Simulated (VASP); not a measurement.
# Sb (I4/mmm) in VASP: further runs, part 2 of 2

VASP 6.6.1. Earlier steps stand in the parts before.

### Step 4. Electric field gradients, PBEsol

This run uses another cell than the first one, of 22.47 Å³/atom, 0.961 times its volume.

Input file INCAR:

```
PREC     = Accurate       # precision mode
ENCUT    = 520            # plane-wave cutoff, eV
EDIFF    = 1E-8           # SCF threshold, eV
ISMEAR   = -1             # smearing method
SIGMA    = 0.05           # smearing width, eV
LREAL    = False          # projectors in reciprocal space
LASPH    = True           # aspherical terms in the spheres
NELM     = 80             # most SCF steps
ALGO     = Normal         # electronic algorithm
ISIF     = 2              # what is computed and relaxed
LWAVE    = False          # write WAVECAR
LCHARG   = False          # write CHGCAR
GGA      = PS             # functional
LEFG     = True         
NBANDS   = 8              # bands
```

Input file KPOINTS:

```
regular mesh
0
Gamma
  19 19 19
```

Input file POSCAR:

```
Sb
1.0
   -1.5050000000      1.5050000000      2.4800000000
    1.5050000000     -1.5050000000      2.4800000000
    1.5050000000      1.5050000000     -2.4800000000
Sb
1
Direct
    0.0000000000      0.0000000000      0.0000000000
```

Potentials or basis: VASP PAW PBE potentials, release 64 (Sb).

Run with:

```bash
cat potpaw_PBE.64/Sb/POTCAR > POTCAR
mpirun -np 1 vasp_std > vasp.out
```

OUTCAR:

```text
PREC = Accurate
   ENCUT = 520
   EDIFF = 1E-8
   ISMEAR = -1
   LREAL = False
   LASPH = True
   NELM = 80
   ISIF = 2
   GGA = PS

 ion  position               nearest neighbor table
   1  0.000  0.000  0.000-

  LATTYP: Found a body centered tetragonal cell.
 ALAT       =     3.0100000000
 C/A-ratio  =     1.6478405316

  Lattice vectors:

 A1 = (  -1.5050000000,   1.5050000000,   2.4800000000)
 A2 = (   1.5050000000,  -1.5050000000,   2.4800000000)
 A3 = (   1.5050000000,   1.5050000000,  -2.4800000000)

Analysis of symmetry for initial positions (statically):
=====================================================================
 Subroutine PRICEL returns:
 Original cell was already a primitive cell.

 Routine SETGRP: Setting up the symmetry group for a
[... 445 lines left out ...]
  in kB      160.5855824    160.5855824    138.7968345      0.0000000      0.0000000      0.0000000
  external PRESSURE =     153.3226665 kB  Pullay stress =       0.0000000 kB

 VOLUME and BASIS-vectors are now :
 -----------------------------------------------------------------------------
  energy-cutoff  :      520.00
  volume of cell :       22.47
      direct lattice vectors                 reciprocal lattice vectors
    -1.505000000  1.505000000  2.480000000     0.000000000  0.332225914  0.201612903
     1.505000000 -1.505000000  2.480000000     0.332225914  0.000000000  0.201612903
     1.505000000  1.505000000 -2.480000000     0.332225914  0.332225914  0.000000000

 POSITION                                       TOTAL-FORCE (eV/Angst)
 -----------------------------------------------------------------------------------
      0.00000      0.00000      0.00000        -0.000000     -0.000000     -0.000000
 -----------------------------------------------------------------------------------
    total drift:                                0.000000     -0.000000      0.000000

  FREE ENERGIE OF THE ION-ELECTRON SYSTEM (eV)
  ---------------------------------------------------
  free  energy   TOTEN  =        -4.1542052172 eV

  energy  without entropy=       -4.1498723810  energy(sigma->0) =       -4.15203880

 Electric field gradients (V/A^2)
---------------------------------------------------------------------
 ion       V_xx      V_yy      V_zz      V_xy      V_xz      V_yz
---------------------------------------------------------------------
   1     -19.342   -19.342    38.684    -0.000    -0.000    -0.000
---------------------------------------------------------------------

 Electric field gradients after diagonalization (V/A^2)
 (convention: |V_zz| > |V_xx| > |V_yy|)
----------------------------------------------------------------------
 ion       V_xx      V_yy      V_zz     asymmetry (V_yy - V_xx)/ V_zz
----------------------------------------------------------------------
   1     -19.342   -19.342    38.684       0.000
----------------------------------------------------------------------

           NMR quadrupolar parameters

 Cq : quadrupolar parameter    Cq=e*Q*V_zz/h
 eta: asymmetry parameters     (V_yy - V_xx)/ V_zz
 Q  : nuclear electric quadrupole moment in mb (millibarn)
----------------------------------------------------------------------
 ion       Cq(MHz)       eta       Q (mb)
----------------------------------------------------------------------
   1       0.094       0.000       1.000
----------------------------------------------------------------------
```

OSZICAR:

```text
N       E                     dE             d eps       ncg     rms          rms(c)
DAV:   1     0.538984654106E+01    0.53898E+01   -0.17441E+03  8936   0.418E+02
DAV:   2    -0.406829458556E+01   -0.94581E+01   -0.90455E+01 12416   0.552E+01
DAV:   3    -0.416322819456E+01   -0.94934E-01   -0.94577E-01 10680   0.619E+00
DAV:   4    -0.416347241030E+01   -0.24422E-03   -0.24421E-03 13624   0.381E-01
DAV:   5    -0.416347285114E+01   -0.44084E-06   -0.44122E-06 11048   0.102E-02    0.238E+00
DAV:   6    -0.415768166527E+01    0.57912E-02   -0.92352E-04 11928   0.145E-01    0.141E+00
DAV:   7    -0.415421471888E+01    0.34669E-02   -0.21101E-03 10168   0.218E-01    0.293E-02
DAV:   8    -0.415420565990E+01    0.90590E-05   -0.48199E-05 12864   0.504E-02    0.706E-03
DAV:   9    -0.415420550075E+01    0.15915E-06   -0.71006E-07 12200   0.586E-03    0.334E-03
DAV:  10    -0.415420528546E+01    0.21529E-06   -0.25595E-08 12424   0.935E-04    0.600E-04
DAV:  11    -0.415420523467E+01    0.50787E-07   -0.17876E-09  7704   0.251E-04    0.637E-05
DAV:  12    -0.415420521654E+01    0.18126E-07   -0.10262E-10  5616   0.759E-05    0.175E-05
DAV:  13    -0.415420521721E+01   -0.66595E-09   -0.87339E-12  5104   0.244E-05
   1 F= -.41542052E+01 E0= -.41520388E+01  d E =-.433284E-02
```

Run time: 24 s. Hardware: 1 thread of Intel Xeon 6975P-C (Granite Rapids), shared host; peak memory 0.21 GiB.

Results:

```yaml
Free_energy: -4.1542 eV
Pressure: 15.3 GPa
```

Levels at points of the mesh, in eV from the Fermi level:
| k point | band 1 | band 2 | band 3 | band 4 | band 5 | band 6 |
| --- | --- | --- | --- | --- | --- | --- |
| (0.00, 0.00, 0.00) | -14.58 | 6.45 | 6.72 | 6.72 | 10.12 | 10.42 |

Electric field gradients, principal values (V/Å²):
| atom | least | middle | greatest (by size) |
| --- | --- | --- | --- |
| 1 Sb | -19.342 | -19.342 | 38.684 |

Caveat: without QUAD_EFG the Cq values of the log hold for a quadrupole moment of 1 mb, not for the nuclei; the PAW data sets were made with another functional, which shifts forces and pressure a little; spin-orbit coupling is left out, which moves the levels of the heavy elements.

### Step 5. Electric field gradients, PBEsol

This run uses another cell than the first one, of 22.47 Å³/atom, 0.961 times its volume.

Input file INCAR:

```
SYSTEM = Sb
PREC     = Accurate       ! precision mode
ENCUT    = 520            ! plane-wave cutoff, eV
EDIFF    = 1E-8           ! SCF threshold, eV
ISMEAR   = -1             ! smearing method
SIGMA    = 0.05           ! smearing width, eV
LREAL    = .False.        ! projectors in reciprocal space
LASPH    = .True.         ! aspherical terms in the spheres
NELM     = 60             ! most SCF steps
ALGO     = Normal         ! electronic algorithm
ISIF     = 2              ! what is computed and relaxed
LWAVE    = .False.        ! write WAVECAR
LCHARG   = .False.        ! write CHGCAR
GGA      = PS             ! functional
LEFG     = .True.       
NBANDS   = 8              ! bands
```

Input file KPOINTS:

```
Automatic mesh
0
Gamma
  19 19 19
  0 0 0
```

POSCAR is that of step 4.

Potentials or basis: VASP PAW PBE potentials, release 64 (Sb).

Run with:

```bash
cat potpaw_PBE.64/Sb/POTCAR > POTCAR
mpirun -np 1 vasp_std > vasp.out
```

OUTCAR:

```text
SYSTEM = Sb
   PREC = Accurate
   ENCUT = 520
   EDIFF = 1E-8
   ISMEAR = -1
   LREAL = .False.
   LASPH = .True.
   NELM = 60
   ISIF = 2
   GGA = PS

 ion  position               nearest neighbor table
   1  0.000  0.000  0.000-

  LATTYP: Found a body centered tetragonal cell.
 ALAT       =     3.0100000000
 C/A-ratio  =     1.6478405316

  Lattice vectors:

 A1 = (  -1.5050000000,   1.5050000000,   2.4800000000)
 A2 = (   1.5050000000,  -1.5050000000,   2.4800000000)
 A3 = (   1.5050000000,   1.5050000000,  -2.4800000000)

Analysis of symmetry for initial positions (statically):
=====================================================================
 Subroutine PRICEL returns:
 Original cell was already a primitive cell.

 Routine SETGRP: Setting up the symmetry group for a
 body centered tetragonal supercell.

 Subroutine GETGRP returns: Found 16 space group operations
 (whereof 16 operations were pure point group operations)
[... 443 lines left out ...]

 VOLUME and BASIS-vectors are now :
 -----------------------------------------------------------------------------
  energy-cutoff  :      520.00
  volume of cell :       22.47
      direct lattice vectors                 reciprocal lattice vectors
    -1.505000000  1.505000000  2.480000000     0.000000000  0.332225914  0.201612903
     1.505000000 -1.505000000  2.480000000     0.332225914  0.000000000  0.201612903
     1.505000000  1.505000000 -2.480000000     0.332225914  0.332225914  0.000000000

 POSITION                                       TOTAL-FORCE (eV/Angst)
 -----------------------------------------------------------------------------------
      0.00000      0.00000      0.00000        -0.000000     -0.000000     -0.000000
 -----------------------------------------------------------------------------------
    total drift:                                0.000000     -0.000000      0.000000

  FREE ENERGIE OF THE ION-ELECTRON SYSTEM (eV)
  ---------------------------------------------------
  free  energy   TOTEN  =        -4.1542052172 eV

  energy  without entropy=       -4.1498723810  energy(sigma->0) =       -4.15203880

 Electric field gradients (V/A^2)
---------------------------------------------------------------------
 ion       V_xx      V_yy      V_zz      V_xy      V_xz      V_yz
---------------------------------------------------------------------
   1     -19.342   -19.342    38.684    -0.000    -0.000    -0.000
---------------------------------------------------------------------

 Electric field gradients after diagonalization (V/A^2)
 (convention: |V_zz| > |V_xx| > |V_yy|)
----------------------------------------------------------------------
 ion       V_xx      V_yy      V_zz     asymmetry (V_yy - V_xx)/ V_zz
----------------------------------------------------------------------
   1     -19.342   -19.342    38.684       0.000
----------------------------------------------------------------------

           NMR quadrupolar parameters

 Cq : quadrupolar parameter    Cq=e*Q*V_zz/h
 eta: asymmetry parameters     (V_yy - V_xx)/ V_zz
 Q  : nuclear electric quadrupole moment in mb (millibarn)
----------------------------------------------------------------------
 ion       Cq(MHz)       eta       Q (mb)
----------------------------------------------------------------------
   1       0.094       0.000       1.000
----------------------------------------------------------------------
```

Wall time 24 s (1 thread of Intel Xeon 6975P-C (Granite Rapids), shared host); peak memory 0.21 GiB.

Results:

```yaml
Free_energy: -4.1542 eV
Pressure: 15.3 GPa
```

Electric field gradients, principal values (V/Å²):
```tsv
atom	least	middle	greatest (by size)
1 Sb	-19.342	-19.342	38.684
```

Caveat: without QUAD_EFG the Cq values of the log hold for a quadrupole moment of 1 mb, not for the nuclei; the PAW data sets were made with another functional, which shifts forces and pressure a little; spin-orbit coupling is left out, which moves the levels of the heavy elements.

### Step 6. Overview

| cell | gap on the mesh (eV) | pressure (GPa) |
| --- | --- | --- |
| a = 3.296 Å, angles 124.5, 124.5, 82.4°, 1 atom | none | 10.3 |
| a = 3.257 Å, angles 125.2, 125.2, 81.3°, 1 atom | none | 16.7 |
| a = 3.268 Å, angles 125.2, 125.2, 81.3°, 1 atom | none | 15.3 |

Alike in all rows: task electric field gradients; level PBEsol; potentials or basis VASP PAW PBE potentials, release 64 (Sb); no spin polarisation; k mesh 19 × 19 × 19; cutoff (eV) 520; smearing fermi-dirac 0.05 eV.

Caveats: the PAW data sets were made with another functional, which shifts forces and pressure a little; spin-orbit coupling is left out, which moves the levels of the heavy elements.

Total energies depend on the potentials used, so only differences within one code and one set of settings carry meaning.
